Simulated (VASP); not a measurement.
# MgO (P6_3/mmc) in VASP: notebook

The runs below take MgO through single point, with PBEsol.

Everything below comes from runs of VASP 6.6.1. Logs are shortened: lines on timing, memory, paths and dates and some standing lists are left out, and cuts for length are marked.

## (1) The cell of the first run

Symmetry: P6_3/mmc, No. 194, hexagonal system. The conventional cell has a = 3.332 Å, b = 3.332 Å, c = 4.798 Å, α = 90.00°, β = 90.00°, γ = 120.00°. Mg (site symmetry -6m2) has 5 O at 1.92 to 2.40 Å within 2.6 Å. O (site symmetry -6m2) has 5 Mg at 1.92 to 2.40 Å within 2.6 Å.

## (2) Single point, PBEsol (volume 11.536 Å^3 an atom, c/a of the conventional cell 1.4399)

The input, INCAR:

```
PREC = Accurate ; ENCUT = 520
EDIFF = 1E-7 ; ISMEAR = 0
SIGMA = 0.05 ; LREAL = F
LASPH = T ; NELM = 100
ALGO = Normal ; ISIF = 2
LWAVE = F ; LCHARG = F
GGA = PS ; NBANDS = 16
```

The input, KPOINTS:

```
Automatic mesh
0
Gamma
  9 9 6
```

The input, POSCAR:

```
MgO
1.0
    3.3323511427      0.0000000000      0.0000000000
   -1.6661755714      2.8859007439      0.0000000000
    0.0000000000      0.0000000000      4.7982524104
Mg O
2 2
Direct
    0.6666666667      0.3333333333      0.7500000000
    0.3333333333      0.6666666667      0.2500000000
    0.6666666667      0.3333333333      0.2500000000
    0.3333333333      0.6666666667      0.7500000000
```

Potentials or basis: VASP PAW PBE potentials, release 64 (Mg, O).

Started as:

```
cat potpaw_PBE.64/Mg/POTCAR potpaw_PBE.64/O/POTCAR > POTCAR
mpirun -np 1 vasp_std > vasp.out
```

OUTCAR:

```text
PREC = Accurate
   ENCUT = 520
   EDIFF = 1E-7
   ISMEAR = 0
   LREAL = F
   LASPH = T
   NELM = 100
   ISIF = 2
   GGA = PS

 ion  position               nearest neighbor table
   1  0.667  0.333  0.750-   4 1.92   4 1.92   4 1.92   3 2.40   3 2.40   2 3.08   2 3.08   2 3.08
                             2 3.08   2 3.08   2 3.08
   2  0.333  0.667  0.250-   3 1.92   3 1.92   3 1.92   4 2.40   4 2.40   1 3.08   1 3.08   1 3.08
                             1 3.08   1 3.08   1 3.08
   3  0.667  0.333  0.250-   2 1.92   2 1.92   2 1.92   1 2.40   1 2.40
   4  0.333  0.667  0.750-   1 1.92   1 1.92   1 1.92   2 2.40   2 2.40

  LATTYP: Found a hexagonal cell.
 ALAT       =     3.3323511427
 C/A-ratio  =     1.4399000000

  Lattice vectors:

 A1 = (   3.3323511427,   0.0000000000,   0.0000000000)
 A2 = (  -1.6661755714,   2.8859007439,   0.0000000000)
 A3 = (   0.0000000000,   0.0000000000,   4.7982524104)

Analysis of symmetry for initial positions (statically):
=====================================================================
 Subroutine PRICEL returns:
 Original cell was already a primitive cell.

 Routine SETGRP: Setting up the symmetry group for a
 hexagonal supercell.

 Subroutine GETGRP returns: Found 24 space group operations
 (whereof 12 operations were pure point group operations)
 out of a pool of 24 trial point group operations.

The static configuration has the point symmetry D_3d.
 The point group associated with its full space group is D_6h.

Analysis of symmetry for dynamics (positions and initial velocities):
=====================================================================
 Subroutine PRICEL returns:
 Original cell was already a primitive cell.

 Routine SETGRP: Setting up the symmetry group for a
 hexagonal supercell.

 Subroutine GETGRP returns: Found 24 space group operations
 (whereof 12 operations were pure point group operations)
 out of a pool of 24 trial point group operations.

The dynamic configuration has the point symmetry D_3d.
 The point group associated with its full space group is D_6h.

 Subroutine INISYM returns: Found 24 space group operations
 (whereof 12 operations are pure point group operations),
 and found     1 'primitive' translations

----------------------------------------------------------------------------------------

                                     Primitive cell

  volume of cell :      46.1440

  direct lattice vectors                    reciprocal lattice vectors
     3.332351143  0.000000000  0.000000000     0.300088423  0.173256132  0.000000000
    -1.666175571  2.885900744  0.000000000     0.000000000  0.346512264  0.000000000
     0.000000000  0.000000000  4.798252410     0.000000000  0.000000000  0.208409211

  length of vectors
     3.332351143  3.332351143  4.798252410     0.346512264  0.346512264  0.208409211

  position of ions in fractional coordinates (direct lattice)
     0.666666667  0.333333333  0.750000000
     0.333333333  0.666666667  0.250000000
     0.666666667  0.333333333  0.250000000
     0.333333333  0.666666667  0.750000000

  ion indices of the primitive-cell ions
   primitive index   ion index
                 1           1
                 2           2
                 3           3
                 4           4

----------------------------------------------------------------------------------------

 KPOINTS: Automatic mesh

Automatic generation of k-mesh.
 Grid dimensions read from file:
 generate k-points for:    9    9    6

 Generating k-lattice:

  Cartesian coordinates                     Fractional coordinates (reciprocal lattice)
     0.033343158  0.019250681  0.000000000     0.111111111  0.000000000  0.000000000
     0.000000000  0.038501363  0.000000000     0.000000000  0.111111111  0.000000000
     0.000000000  0.000000000  0.034734869     0.000000000  0.000000000  0.166666667

  Length of vectors
     0.038501363  0.038501363  0.034734869

  Shift w.r.t. Gamma in fractional coordinates (k-lattice)
     0.000000000  0.000000000  0.000000000

 Subroutine IBZKPT returns following result:
 ===========================================

 Found     48 irreducible k-points:

 Following reciprocal coordinates:
            Coordinates               Weight
  0.000000  0.000000  0.000000      1.000000
  0.111111  0.000000  0.000000      6.000000
  0.222222  0.000000  0.000000      6.000000
  0.333333  0.000000  0.000000      6.000000
  0.444444  0.000000  0.000000      6.000000
  0.111111  0.111111  0.000000      6.000000
[... 16 lines left out ...]
  0.333333  0.222222  0.166667     24.000000
  0.333333  0.333333  0.166667      4.000000
 [... further k-points ...]
   k-points           NKPTS =     48   k-points in BZ     NKDIM =     48   number of bands    NBANDS=     16
   number of dos      NEDOS =    301   number of ions     NIONS =      4
   total plane-waves  NPLWV =  28224
   dimension x,y,z NGX =    28 NGY =   28 NGZ =   36
   dimension x,y,z NGXF=    56 NGYF=   56 NGZF=   72
   ions per type =               2   2
   NGX,Y,Z   is equivalent  to a cutoff of  13.97, 13.97, 12.47 a.u.
   NGXF,Y,Z  is equivalent  to a cutoff of  27.94, 27.94, 24.95 a.u.
 SYSTEM =  unknown system
   PREC   = accura    normal or accurate (medium, high low for compatibility)
   ISTART =      0    job   : 0-new  1-cont  2-samecut
   ICHARG =      2    charge: 1-file 2-atom 10-const
   ISPIN  =      1    spin polarized calculation?
   LNONCOLLINEAR =      F non collinear calculations
   LSORBIT =      F    spin-orbit coupling
   LASPH  =      T    aspherical Exc in radial PAW
   ENCUT  =  520.0 eV  38.22 Ry    6.18 a.u.   6.20  6.20  8.92*2*pi/ulx,y,z
   NELM   =    100;   NELMIN=  2; NELMDL= -5     # of ELM steps
   EDIFF  = 0.1E-06   stopping-criterion for ELM
   LREAL  =      F    real-space projection
   EDIFFG = 0.1E-05   stopping-criterion for IOM
   NSW    =      0    number of steps for IOM
   IBRION =     -1    ionic relax: 0-MD 1-quasi-New 2-CG
   NFREE  =      0    steps in history (QN), initial steepest desc. (CG)
   ISIF   =      2    stress and relaxation
   ISYM   =      2    0-nonsym 1-usesym 2-fastsym
   POTIM  = 0.5000    time-step for ionic-motion
   TEBEG  =    0.0;   TEEND  =   0.0 temperature during run
   PSTRESS=    0.0 pullay stress
   NELECT =      16.0000    total number of electrons
   NUPDOWN=      -1.0000    fix difference up-down
   EMIN   =  10.00;   EMAX   =-10.00  energy-range for DOS
   EFERMI =   0.00;   METHOD = LEGACY
   ISMEAR =     0;   SIGMA  =   0.05  broadening in eV -4-tet -1-fermi 0-gaus
   EFERMI_NEDOS =   21; number of points for ismear=-14 and -15
   IALGO  =     38    algorithm
   IMIX   =      4    mixing-type and parameters
     AMIX     =   0.40;   BMIX     =  1.00
     AMIX_MAG =   1.60;   BMIX_MAG =  1.00
  volume/ion in A,a.u.               =      11.54        77.85
  Fermi-wavevector in a.u.,A,eV,Ry     =   1.150120  2.173411 17.997454  1.322776
  Thomas-Fermi vector in A             =   2.286786
   LORBIT       =      0    0 simple, 1 ext, 2 COOP (PROOUT), +10 PAW based schemes
   GGA     = PS    functional components
   LHFCALC =     F    Hartree Fock is set to
   AEXX    =    0.0000 exact exchange contribution
   IVDW    =     0    specifies the selected vdW correction
   LEPSILON=     F    determine dielectric tensor
   LRPA    =     F    only Hartree local field effects (RPA)
 non-spin polarized calculation
 Gauss-broadening in eV      SIGMA  =   0.05
  energy-cutoff  :      520.00
  volume of cell :       46.14
 maximum number of plane-waves:      1266
 NGX is ok and might be reduce to    28
   NGX = 13   NGY = 13   NGZ = 17

 number of electron      15.9999996 magnetization

 Free energy of the ion-electron system (eV)
  ---------------------------------------------------
  ext. energy  EPLUGINS =         0.00000000
  ---------------------------------------------------
  free energy    TOTEN  =       -24.34721539 eV

  energy without entropy =      -24.34721539  energy(sigma->0) =      -24.34721539

 E-fermi :   1.9084     XC(G=0): -10.1026

 val. band max:        1.6901925356   @ k =   0.0000   0.0000   0.0000
 cond. band min:       4.6057354181   @ k =   0.0000   0.0000   0.0000
 fundamental gap:      2.9155428826
 Fermi energy:         1.9083968887

 k-point     1 :       0.0000    0.0000    0.0000
  band No.  band energies     occupation
      1     -15.0799      2.00000
      2     -14.1143      2.00000
      3      -2.1668      2.00000
      4       0.1523      2.00000
      5       0.1523      2.00000
      6       0.6305      2.00000
[... 8 lines left out ...]
     15      17.3518      0.00000
     16      17.3518      0.00000

 k-point     2 :       0.1111    0.0000    0.0000
  band No.  band energies     occupation
      1     -15.0147      2.00000
      2     -14.0975      2.00000
      3      -2.0491      2.00000
      4      -0.1127      2.00000
      5       0.0750      2.00000
      6       0.2841      2.00000
[... 8 lines left out ...]
     15      16.6111      0.00000
     16      16.9313      0.00000

 k-point     3 :       0.2222    0.0000    0.0000
  band No.  band energies     occupation
      1     -14.8387      2.00000
      2     -14.0627      2.00000
      3      -1.7121      2.00000
      4      -0.8413      2.00000
      5      -0.2313      2.00000
      6      -0.0870      2.00000
[... 8 lines left out ...]
     15      15.8178      0.00000
     16      15.8229      0.00000

 k-point     4 :       0.3333    0.0000    0.0000
  band No.  band energies     occupation
      1     -14.6080      2.00000
      2     -14.0468      2.00000
      3      -1.5666      2.00000
      4      -1.2124      2.00000
      5      -0.6521      2.00000
      6      -0.2411      2.00000
[... 8 lines left out ...]
     15      15.0048      0.00000
     16      16.3960      0.00000

 k-point     5 :       0.4444    0.0000    0.0000
  band No.  band energies     occupation
      1     -14.4160      2.00000
      2     -14.0735      2.00000
      3      -1.9850      2.00000
      4      -0.8927      2.00000
      5      -0.7097      2.00000
      6      -0.3314      2.00000
[... 8 lines left out ...]
     15      14.5880      0.00000
     16      16.7641      0.00000

 k-point     6 :       0.1111    0.1111    0.0000
  band No.  band energies     occupation
      1     -14.8940      2.00000
      2     -14.0717      2.00000
      3      -1.8215      2.00000
      4      -0.4982      2.00000
      5      -0.3874      2.00000
      6       0.1697      2.00000
[... 8 lines left out ...]
     15      15.8404      0.00000
     16      16.2174      0.00000
[... 267 lines left out ...]
 k-point    21 :       0.4444    0.1111    0.1667
  band No.  band energies     occupation
      1     -14.3342      2.00000
      2     -14.1044      2.00000
      3      -2.0503      2.00000
      4      -1.1829      2.00000
      5      -0.6085      2.00000
      6      -0.1229      2.00000
[... 8 lines left out ...]
     15      14.4974      0.00000
     16      16.8686      0.00000

 k-point    22 :       0.2222    0.2222    0.1667
  band No.  band energies     occupation
      1     -14.4607      2.00000
      2     -14.0800      2.00000
      3      -1.5904      2.00000
      4      -1.4274      2.00000
      5      -0.3947      2.00000
      6      -0.3226      2.00000
[... 8 lines left out ...]
     15      14.1667      0.00000
     16      17.4415      0.00000

 k-point    23 :       0.3333    0.2222    0.1667
  band No.  band energies     occupation
      1     -14.2993      2.00000
      2     -14.1116      2.00000
      3      -1.8120      2.00000
      4      -1.2025      2.00000
      5      -0.8065      2.00000
      6      -0.0213      2.00000
[... 8 lines left out ...]
     15      14.2316      0.00000
     16      17.4983      0.00000

 k-point    24 :       0.3333    0.3333    0.1667
  band No.  band energies     occupation
      1     -14.1832      2.00000
      2     -14.1832      2.00000
      3      -1.7000      2.00000
      4      -1.0884      2.00000
      5      -1.0884      2.00000
      6      -0.1400      2.00000
[... 8 lines left out ...]
     15      14.3087      0.00000
     16      18.5394      0.00000

 [... further k-points ...]
[... 5 lines left out ...]
  --------------------------------------------------------------------------------------
  -------------------------------------------------------------------------------------
  Total        2.3505999      2.3505999     -3.5744402     -0.0000000      0.0000000     -0.0000000
  in kB       81.6157666     81.6157666   -124.1090310     -0.0000000      0.0000000     -0.0000000
  external PRESSURE =      13.0408341 kB  Pullay stress =       0.0000000 kB

 VOLUME and BASIS-vectors are now :
 -----------------------------------------------------------------------------
  energy-cutoff  :      520.00
  volume of cell :       46.14
      direct lattice vectors                 reciprocal lattice vectors
     3.332351143  0.000000000  0.000000000     0.300088423  0.173256132  0.000000000
    -1.666175571  2.885900744  0.000000000     0.000000000  0.346512264  0.000000000
     0.000000000  0.000000000  4.798252410     0.000000000  0.000000000  0.208409211

 POSITION                                       TOTAL-FORCE (eV/Angst)
 -----------------------------------------------------------------------------------
      1.66618      0.96197      3.59869         0.000000      0.000000      0.000000
     -0.00000      1.92393      1.19956        -0.000000     -0.000000      0.000000
      1.66618      0.96197      1.19956        -0.000000     -0.000000      0.000000
     -0.00000      1.92393      3.59869        -0.000000      0.000000      0.000000
 -----------------------------------------------------------------------------------
    total drift:                                0.000000     -0.000000      0.000000

  FREE ENERGIE OF THE ION-ELECTRON SYSTEM (eV)
  ---------------------------------------------------
  free  energy   TOTEN  =       -24.3472153872 eV

  energy  without entropy=      -24.3472153872  energy(sigma->0) =      -24.34721539
```

Run time: 18 s. Hardware: 1 thread of Intel Xeon Platinum 8488C (Sapphire Rapids), shared host; peak memory 0.19 GiB.

Results:

```yaml
Free_energy: -24.3472 eV
Pressure: 1.3 GPa
Band_gap_on_the_k_mesh: 2.92 eV, direct
```

Caveat: the PAW data sets were made with another functional, which shifts forces and pressure a little.

(Part 1 of 2 ends here.)
